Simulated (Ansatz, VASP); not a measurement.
## K in VASP and in Ansatz

```
CELL_PARAMETERS angstrom
-2.64392 2.64392 2.64392
2.64392 -2.64392 2.64392
2.64392 2.64392 -2.64392
ATOMIC_POSITIONS crystal
K 0.00000 0.00000 0.00000
```

Change from the starting cell: volume scaled by 1.03.

Alike in both runs: task single point; functional PBE; k mesh 10 × 10 × 10; occupations fermi-dirac, width 0.08 eV; no spin polarisation.

|  | VASP | Ansatz |
| --- | --- | --- |
| version | VASP 6.6.1 | Ansatz 0.2.0 |
| potentials or method | VASP PAW PBE potentials, release 64 (K_sv), cutoff 520 eV | all-electron LAPW, scalar-relativistic |

|  | VASP | Ansatz | Ansatz less VASP |
| --- | --- | --- | --- |
| pressure (GPa) | 0.0 | 0.0 | +0.01 |

Ansatz ran all-electron here, and VASP with PAW potentials.
